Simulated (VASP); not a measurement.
# ScAl3 (Pm-3m) in VASP: notebook, part 2 of 2

VASP 6.6.1. The steps go on from the part before.

## (4) Single point, r2SCAN

This run uses another cell than the first one, of 17.05 Å³/atom, 1.064 times its volume.

Contents of POSCAR:

```
ScAl3
1.0
    4.0855365675      0.0000000000      0.0000000000
    0.0000000000      4.0855365675      0.0000000000
    0.0000000000      0.0000000000      4.0855365675
Sc Al
1 3
Direct
    0.0000000000      0.0000000000      0.0000000000
    0.5000000000      0.0000000000      0.5000000000
    0.0000000000      0.5000000000      0.5000000000
    0.5000000000      0.5000000000      0.0000000000
```

Contents of INCAR.step1:

```
PREC = Accurate
ENCUT = 520
ISMEAR = 0
SIGMA = 0.1
LREAL = F
LASPH = T
NELM = 60
NBANDS = 18
GGA = PE
ALGO = Normal
EDIFF = 1E-4
LWAVE = T
LCHARG = F
```

Contents of INCAR.step2:

```
PREC = Accurate
ENCUT = 520
EDIFF = 1E-6
ISMEAR = 0
SIGMA = 0.1
LREAL = F
LASPH = T
NELM = 60
ALGO = Normal
ISIF = 2
LWAVE = F
LCHARG = F
METAGGA = R2SCAN
LMIXTAU = T
NBANDS = 18
ISTART = 1
```

Contents of KPOINTS:

```
Automatic mesh
0
Gamma
  10 10 10
```

Potentials or basis: VASP PAW PBE potentials, release 64 (Sc_sv, Al).

Command:

```console
$ cat potpaw_PBE.64/Sc_sv/POTCAR potpaw_PBE.64/Al/POTCAR > POTCAR
$ cp INCAR.step1 INCAR
$ mpirun -np 1 vasp_std > vasp.out
$ cp INCAR.step2 INCAR
$ mpirun -np 1 vasp_std > vasp.out
```

OUTCAR:

```text
PREC = Accurate
   ENCUT = 520
   EDIFF = 1E-6
   ISMEAR = 0
   LREAL = F
   LASPH = T
   NELM = 60
   ISIF = 2
   METAGGA = R2SCAN
   ISTART = 1

 ion  position               nearest neighbor table
   1  0.000  0.000  0.000-   2 2.89   3 2.89   4 2.89   2 2.89   3 2.89   3 2.89   4 2.89   3 2.89
                             2 2.89   4 2.89   2 2.89   4 2.89
   2  0.500  0.000  0.500-   1 2.89   3 2.89   4 2.89   1 2.89   4 2.89   3 2.89   4 2.89   4 2.89
                             1 2.89   3 2.89   1 2.89   3 2.89
   3  0.000  0.500  0.500-   1 2.89   2 2.89   4 2.89   1 2.89   4 2.89   1 2.89   2 2.89   1 2.89
                             2 2.89   4 2.89   4 2.89   2 2.89
   4  0.500  0.500  0.000-   1 2.89   2 2.89   3 2.89   2 2.89   3 2.89   1 2.89   2 2.89   2 2.89
                             1 2.89   3 2.89   3 2.89   1 2.89

  LATTYP: Found a simple cubic cell.
 ALAT       =     4.0855365675

  Lattice vectors:

 A1 = (   4.0855365675,   0.0000000000,   0.0000000000)
 A2 = (   0.0000000000,   4.0855365675,   0.0000000000)
 A3 = (   0.0000000000,   0.0000000000,   4.0855365675)

Analysis of symmetry for initial positions (statically):
=====================================================================
 Subroutine PRICEL returns:
 Original cell was already a primitive cell.

 Routine SETGRP: Setting up the symmetry group for a
 simple cubic supercell.

 Subroutine GETGRP returns: Found 48 space group operations
 (whereof 48 operations were pure point group operations)
 out of a pool of 48 trial point group operations.

The static configuration has the point symmetry O_h .

Analysis of symmetry for dynamics (positions and initial velocities):
=====================================================================
 Subroutine PRICEL returns:
 Original cell was already a primitive cell.

 Routine SETGRP: Setting up the symmetry group for a
 simple cubic supercell.

 Subroutine GETGRP returns: Found 48 space group operations
 (whereof 48 operations were pure point group operations)
 out of a pool of 48 trial point group operations.

The dynamic configuration has the point symmetry O_h .

 Subroutine INISYM returns: Found 48 space group operations
 (whereof 48 operations are pure point group operations),
 and found     1 'primitive' translations

----------------------------------------------------------------------------------------

                                     Primitive cell

  volume of cell :      68.1942

  direct lattice vectors                    reciprocal lattice vectors
     4.085536568  0.000000000  0.000000000     0.244765891  0.000000000  0.000000000
     0.000000000  4.085536568  0.000000000     0.000000000  0.244765891  0.000000000
     0.000000000  0.000000000  4.085536568     0.000000000  0.000000000  0.244765891

  length of vectors
     4.085536568  4.085536568  4.085536568     0.244765891  0.244765891  0.244765891

  position of ions in fractional coordinates (direct lattice)
     0.000000000  0.000000000  0.000000000
     0.500000000  0.000000000  0.500000000
     0.000000000  0.500000000  0.500000000
[... 29 lines left out ...]

 Subroutine IBZKPT returns following result:
 ===========================================

 Found     56 irreducible k-points:

 Following reciprocal coordinates:
            Coordinates               Weight
  0.000000  0.000000  0.000000      1.000000
  0.100000  0.000000  0.000000      6.000000
  0.200000  0.000000  0.000000      6.000000
  0.300000  0.000000  0.000000      6.000000
  0.400000  0.000000  0.000000      6.000000
  0.500000  0.000000  0.000000      3.000000
[... 16 lines left out ...]
  0.200000  0.100000  0.100000     24.000000
  0.300000  0.100000  0.100000     24.000000
 [... further k-points ...]
   k-points           NKPTS =     56   k-points in BZ     NKDIM =     56   number of bands    NBANDS=     18
   number of dos      NEDOS =    301   number of ions     NIONS =      4
   total plane-waves  NPLWV =  27000
   dimension x,y,z NGX =    30 NGY =   30 NGZ =   30
   dimension x,y,z NGXF=    60 NGYF=   60 NGZF=   60
   ions per type =               1   3
   NGX,Y,Z   is equivalent  to a cutoff of  12.21, 12.21, 12.21 a.u.
   NGXF,Y,Z  is equivalent  to a cutoff of  24.41, 24.41, 24.41 a.u.
 SYSTEM =  unknown system
   PREC   = accura    normal or accurate (medium, high low for compatibility)
   ISTART =      1    job   : 0-new  1-cont  2-samecut
   ICHARG =      0    charge: 1-file 2-atom 10-const
   ISPIN  =      1    spin polarized calculation?
   LNONCOLLINEAR =      F non collinear calculations
   LSORBIT =      F    spin-orbit coupling
   LASPH  =      T    aspherical Exc in radial PAW
   ENCUT  =  520.0 eV  38.22 Ry    6.18 a.u.   7.60  7.60  7.60*2*pi/ulx,y,z
   NELM   =     60;   NELMIN=  2; NELMDL=  0     # of ELM steps
   EDIFF  = 0.1E-05   stopping-criterion for ELM
   LREAL  =      F    real-space projection
   EDIFFG = 0.1E-04   stopping-criterion for IOM
   NSW    =      0    number of steps for IOM
   IBRION =     -1    ionic relax: 0-MD 1-quasi-New 2-CG
   NFREE  =      0    steps in history (QN), initial steepest desc. (CG)
   ISIF   =      2    stress and relaxation
   ISYM   =      2    0-nonsym 1-usesym 2-fastsym
   POTIM  = 0.5000    time-step for ionic-motion
   TEBEG  =    0.0;   TEEND  =   0.0 temperature during run
   PSTRESS=    0.0 pullay stress
   NELECT =      20.0000    total number of electrons
   NUPDOWN=      -1.0000    fix difference up-down
   EMIN   =  10.00;   EMAX   =-10.00  energy-range for DOS
   EFERMI =   0.00;   METHOD = LEGACY
   ISMEAR =     0;   SIGMA  =   0.10  broadening in eV -4-tet -1-fermi 0-gaus
   EFERMI_NEDOS =   21; number of points for ismear=-14 and -15
   IALGO  =     38    algorithm
   IMIX   =      4    mixing-type and parameters
     AMIX     =   0.40;   BMIX     =  1.00
     AMIX_MAG =   1.60;   BMIX_MAG =  1.00
  volume/ion in A,a.u.               =      17.05       115.05
  Fermi-wavevector in a.u.,A,eV,Ry     =   1.087683  2.055423 16.096435  1.183055
  Thomas-Fermi vector in A             =   2.223848
   LORBIT       =      0    0 simple, 1 ext, 2 COOP (PROOUT), +10 PAW based schemes
   METAGGA = R2SCAN    functional components
   LHFCALC =     F    Hartree Fock is set to
   AEXX    =    0.0000 exact exchange contribution
   IVDW    =     0    specifies the selected vdW correction
   LEPSILON=     F    determine dielectric tensor
   LRPA    =     F    only Hartree local field effects (RPA)
 non-spin polarized calculation
 Gauss-broadening in eV      SIGMA  =   0.10
  energy-cutoff  :      520.00
  volume of cell :       68.19
 maximum number of plane-waves:      1861
   NGX = 15   NGY = 15   NGZ = 15

 number of electron      19.9999996 magnetization

 Free energy of the ion-electron system (eV)
  ---------------------------------------------------
  ext. energy  EPLUGINS =         0.00000000
  ---------------------------------------------------
  free energy    TOTEN  =       -33.51140187 eV

  energy without entropy =      -33.50615361  energy(sigma->0) =      -33.50877774

 E-fermi :   7.3388     XC(G=0): -11.1302

 val. band max:        7.2747178796   @ k =   0.3000   0.3000   0.0000
 cond. band min:       7.3569614970   @ k =   0.3000   0.0000   0.0000
 fundamental gap:      0.0822436174
 Fermi energy:         7.3388106811

 k-point     1 :       0.0000    0.0000    0.0000
  band No.  band energies     occupation
      1     -43.7470      2.00000
      2     -21.4863      2.00000
      3     -21.4863      2.00000
      4     -21.4863      2.00000
      5      -3.3296      2.00000
      6       4.6064      2.00000
[... 481 lines left out ...]
      5      -2.2845      2.00000
      6       1.4326      2.00000
[... 10 lines left out ...]
     17      12.4394      0.00000
     18      13.3019      0.00000

 [... further k-points ...]

------------------------ aborting loop because EDIFF is reached ----------------------------------------

  FORCE on cell =-STRESS in cart. coord.  units (eV):
  Direction    XX          YY          ZZ          XY          YZ          ZX
  --------------------------------------------------------------------------------------
  -------------------------------------------------------------------------------------
  Total       -0.0006372     -0.0006372     -0.0006372      0.0000000      0.0000000     -0.0000000
  in kB       -0.0149715     -0.0149715     -0.0149715      0.0000000      0.0000000     -0.0000000
  external PRESSURE =      -0.0149715 kB  Pullay stress =       0.0000000 kB

 VOLUME and BASIS-vectors are now :
 -----------------------------------------------------------------------------
  energy-cutoff  :      520.00
  volume of cell :       68.19
      direct lattice vectors                 reciprocal lattice vectors
     4.085536568  0.000000000  0.000000000     0.244765891  0.000000000  0.000000000
     0.000000000  4.085536568  0.000000000     0.000000000  0.244765891  0.000000000
     0.000000000  0.000000000  4.085536568     0.000000000  0.000000000  0.244765891

 POSITION                                       TOTAL-FORCE (eV/Angst)
 -----------------------------------------------------------------------------------
      0.00000      0.00000      0.00000         0.000000      0.000000      0.000000
      2.04277      0.00000      2.04277         0.000000      0.000000      0.000000
      0.00000      2.04277      2.04277         0.000000      0.000000      0.000000
      2.04277      2.04277      0.00000         0.000000      0.000000      0.000000
 -----------------------------------------------------------------------------------
    total drift:                                0.000000     -0.000000      0.000000

  FREE ENERGIE OF THE ION-ELECTRON SYSTEM (eV)
  ---------------------------------------------------
  free  energy   TOTEN  =       -33.5114018678 eV

  energy  without entropy=      -33.5061536148  energy(sigma->0) =      -33.50877774
```

Wall time 1.7 min (1 thread of Intel Xeon Platinum 8559C (Emerald Rapids), shared host); peak memory 0.21 GiB.

Results:

* Free energy: -33.5114 eV
* Pressure: 0.0 GPa
* Band gap on the k mesh: zero (band 10 reaches 8.30 eV, above the bottom of band 11 at 4.05 eV)

Caveat: the PAW data sets were made with another functional, which shifts forces and pressure a little.

## (5) Single point, r2SCAN

This run uses another cell than the first one, of 17.05 Å³/atom, 1.064 times its volume.

POSCAR is that of step 4.

Contents of INCAR.step1:

```
SYSTEM = ScAl3
PREC     = Accurate       ! precision mode
ENCUT    = 520            ! plane-wave cutoff, eV
ISMEAR   = 0              ! smearing method
SIGMA    = 0.1            ! smearing width, eV
LREAL    = .FALSE.        ! projectors in reciprocal space
LASPH    = .TRUE.         ! aspherical terms in the spheres
NELM     = 100            ! most SCF steps
NBANDS   = 18             ! bands
GGA      = PE             ! functional
ALGO     = Normal         ! electronic algorithm
EDIFF    = 1E-4           ! SCF threshold, eV
LWAVE    = .TRUE.         ! write WAVECAR
LCHARG   = .FALSE.        ! write CHGCAR
```

Contents of INCAR.step2:

```
SYSTEM = ScAl3
PREC     = Accurate       ! precision mode
ENCUT    = 520            ! plane-wave cutoff, eV
EDIFF    = 1E-6           ! SCF threshold, eV
ISMEAR   = 0              ! smearing method
SIGMA    = 0.1            ! smearing width, eV
LREAL    = .FALSE.        ! projectors in reciprocal space
LASPH    = .TRUE.         ! aspherical terms in the spheres
NELM     = 100            ! most SCF steps
ALGO     = Normal         ! electronic algorithm
ISIF     = 2              ! what is computed and relaxed
LWAVE    = .FALSE.        ! write WAVECAR
LCHARG   = .FALSE.        ! write CHGCAR
METAGGA  = R2SCAN         ! meta-GGA
LMIXTAU  = .TRUE.       
NBANDS   = 18             ! bands
ISTART   = 1
```

Contents of KPOINTS:

```
regular mesh
0
G
  10 10 10
  0 0 0
```

Command:

```console
$ cat potpaw_PBE.64/Sc_sv/POTCAR potpaw_PBE.64/Al/POTCAR > POTCAR
$ cp INCAR.step1 INCAR
$ mpirun -np 1 vasp_std > vasp.out
$ cp INCAR.step2 INCAR
$ mpirun -np 1 vasp_std > vasp.out
```

Run time: 1.8 min. Hardware: 1 thread of Intel Xeon Platinum 8559C (Emerald Rapids), shared host; peak memory 0.21 GiB.

It converged, with:

- Free energy: -33.5114 eV
- Pressure: 0.0 GPa
- Band gap on the k mesh: zero (band 10 reaches 8.30 eV, above the bottom of band 11 at 4.05 eV)

Levels at points of the mesh, in eV from the Fermi level:
```tsv
k point	band 7	band 8	band 9	band 10	band 11	band 12	band 13	band 14
(0.00, 0.00, 0.00)	-2.73	-2.03	-2.03	-2.03	1.30	1.40	1.40	1.40
(0.50, 0.00, 0.00)	-1.87	-1.87	-1.60	0.97	0.97	1.18	1.33	1.78
(0.50, 0.50, 0.00)	-6.00	-4.71	-0.58	-0.58	1.18	1.51	2.31	2.78
(0.50, 0.50, 0.50)	-5.03	-4.84	-3.29	-3.29	-3.29	1.05	2.89	2.89
```

Caveat: the PAW data sets were made with another functional, which shifts forces and pressure a little.

## (6) Single point, r2SCAN (volume scaled by 1.03)

Contents of POSCAR:

```
ScAl3
1.0
    4.1259900555      0.0000000000      0.0000000000
    0.0000000000      4.1259900555      0.0000000000
    0.0000000000      0.0000000000      4.1259900555
Sc Al
1 3
Direct
    0.0000000000      0.0000000000      0.0000000000
    0.5000000000      0.0000000000      0.5000000000
    0.0000000000      0.5000000000      0.5000000000
    0.5000000000      0.5000000000      0.0000000000
```

Contents of INCAR.step1:

```
SYSTEM = ScAl3
ALGO     = Normal         ! electronic algorithm
EDIFF    = 1E-4           ! SCF threshold, eV
ENCUT    = 520            ! plane-wave cutoff, eV
GGA      = PE             ! functional
ISMEAR   = 0              ! smearing method
LASPH    = .True.         ! aspherical terms in the spheres
LCHARG   = .False.        ! write CHGCAR
LREAL    = .False.        ! projectors in reciprocal space
LWAVE    = .True.         ! write WAVECAR
NBANDS   = 18             ! bands
NELM     = 60             ! most SCF steps
PREC     = Accurate       ! precision mode
SIGMA    = 0.1            ! smearing width, eV
```

Contents of INCAR.step2:

```
SYSTEM = ScAl3
ALGO     = Normal         ! electronic algorithm
EDIFF    = 1E-7           ! SCF threshold, eV
ENCUT    = 520            ! plane-wave cutoff, eV
ISIF     = 2              ! what is computed and relaxed
ISMEAR   = 0              ! smearing method
ISTART   = 1            
LASPH    = .True.         ! aspherical terms in the spheres
LCHARG   = .False.        ! write CHGCAR
LMIXTAU  = .True.       
LREAL    = .False.        ! projectors in reciprocal space
LWAVE    = .False.        ! write WAVECAR
METAGGA  = R2SCAN         ! meta-GGA
NBANDS   = 18             ! bands
NELM     = 60             ! most SCF steps
PREC     = Accurate       ! precision mode
SIGMA    = 0.1            ! smearing width, eV
```

Contents of KPOINTS:

```
k-points
0
Gamma
  10 10 10
  0 0 0
```

Potentials or basis: VASP PAW PBE potentials, release 64 (Sc_sv, Al).

Command:

```console
$ cat potpaw_PBE.64/Sc_sv/POTCAR potpaw_PBE.64/Al/POTCAR > POTCAR
$ cp INCAR.step1 INCAR
$ mpirun -np 1 vasp_std > vasp.out
$ cp INCAR.step2 INCAR
$ mpirun -np 1 vasp_std > vasp.out
```

OUTCAR:

```text
SYSTEM = ScAl3
   EDIFF = 1E-7
   ENCUT = 520
   ISIF = 2
   ISMEAR = 0
   ISTART = 1
   LASPH = .True.
   LREAL = .False.
   METAGGA = R2SCAN
   NELM = 60
   PREC = Accurate

 ion  position               nearest neighbor table
   1  0.000  0.000  0.000-   2 2.92   3 2.92   4 2.92   2 2.92   3 2.92   3 2.92   4 2.92   3 2.92
                             2 2.92   4 2.92   2 2.92   4 2.92
   2  0.500  0.000  0.500-   1 2.92   3 2.92   4 2.92   1 2.92   4 2.92   3 2.92   4 2.92   4 2.92
                             1 2.92   3 2.92   1 2.92   3 2.92
   3  0.000  0.500  0.500-   1 2.92   2 2.92   4 2.92   1 2.92   4 2.92   1 2.92   2 2.92   1 2.92
                             2 2.92   4 2.92   4 2.92   2 2.92
   4  0.500  0.500  0.000-   1 2.92   2 2.92   3 2.92   2 2.92   3 2.92   1 2.92   2 2.92   2 2.92
                             1 2.92   3 2.92   3 2.92   1 2.92

  LATTYP: Found a simple cubic cell.
 ALAT       =     4.1259900555

  Lattice vectors:

 A1 = (   4.1259900555,   0.0000000000,   0.0000000000)
 A2 = (   0.0000000000,   4.1259900555,   0.0000000000)
 A3 = (   0.0000000000,   0.0000000000,   4.1259900555)

Analysis of symmetry for initial positions (statically):
[... 174 lines left out ...]
  free energy    TOTEN  =       -33.49432835 eV

  energy without entropy =      -33.48863041  energy(sigma->0) =      -33.49147938

 E-fermi :   7.0773     XC(G=0): -11.0085

 val. band max:        7.0235956927   @ k =   0.3000   0.3000   0.0000
 cond. band min:       7.0872960328   @ k =   0.4000   0.1000   0.1000
 fundamental gap:      0.0637003401
 Fermi energy:         7.0772644006

 k-point     1 :       0.0000    0.0000    0.0000
  band No.  band energies     occupation
      1     -44.1188      2.00000
      2     -21.8463      2.00000
      3     -21.8463      2.00000
      4     -21.8463      2.00000
      5      -3.4332      2.00000
      6       4.3804      2.00000
[... 481 lines left out ...]
      5      -2.4107      2.00000
      6       1.2393      2.00000
[... 10 lines left out ...]
     17      12.0311      0.00000
     18      12.8636      0.00000

 [... further k-points ...]
[... 5 lines left out ...]
  --------------------------------------------------------------------------------------
  -------------------------------------------------------------------------------------
  Total       -1.1516474     -1.1516474     -1.1516474      0.0000000      0.0000000     -0.0000000
  in kB      -26.2691245    -26.2691245    -26.2691245      0.0000000      0.0000000     -0.0000000
  external PRESSURE =     -26.2691245 kB  Pullay stress =       0.0000000 kB

 VOLUME and BASIS-vectors are now :
 -----------------------------------------------------------------------------
  energy-cutoff  :      520.00
  volume of cell :       70.24
      direct lattice vectors                 reciprocal lattice vectors
     4.125990055  0.000000000  0.000000000     0.242366071  0.000000000  0.000000000
     0.000000000  4.125990055  0.000000000     0.000000000  0.242366071  0.000000000
     0.000000000  0.000000000  4.125990055     0.000000000  0.000000000  0.242366071

 POSITION                                       TOTAL-FORCE (eV/Angst)
 -----------------------------------------------------------------------------------
      0.00000      0.00000      0.00000         0.000000      0.000000      0.000000
      2.06300      0.00000      2.06300         0.000000      0.000000      0.000000
      0.00000      2.06300      2.06300         0.000000      0.000000      0.000000
      2.06300      2.06300      0.00000         0.000000      0.000000      0.000000
 -----------------------------------------------------------------------------------
    total drift:                               -0.000000      0.000000      0.000000

  FREE ENERGIE OF THE ION-ELECTRON SYSTEM (eV)
  ---------------------------------------------------
  free  energy   TOTEN  =       -33.4943283494 eV

  energy  without entropy=      -33.4886304149  energy(sigma->0) =      -33.49147938
```

Run time: 91 s. Hardware: 1 thread of Intel Xeon Platinum 8559C (Emerald Rapids), shared host; peak memory 0.23 GiB.

Results:

```
Free energy            : -33.4943 eV
Pressure               : -2.6 GPa
Band gap on the k mesh : zero (band 10 reaches 8.00 eV, above the bottom of band 11 at 3.82 eV)
```

Caveat: the cell differs from its parent crystal (volume scaled by 1.03); the PAW data sets were made with another functional, which shifts forces and pressure a little.

## (7) Summary

| cell | gap on the mesh (eV) | pressure (GPa) |
| --- | --- | --- |
| a = 4.002 Å, 4 atoms | none | 6.6 |
| a = 4.044 Å, 4 atoms | none | 3.0 |
| a = 4.086 Å, 4 atoms | none | 0.0 |
| a = 4.126 Å, 4 atoms | none | -2.6 |

Alike in all rows: task single point; level r2SCAN; potentials or basis VASP PAW PBE potentials, release 64 (Sc_sv, Al); no spin polarisation; k mesh 10 × 10 × 10; cutoff (eV) 520; smearing gaussian 0.1 eV.

Caveats: the PAW data sets were made with another functional, which shifts forces and pressure a little.

Total energies depend on the potentials used, so only differences within one code and one set of settings carry meaning.
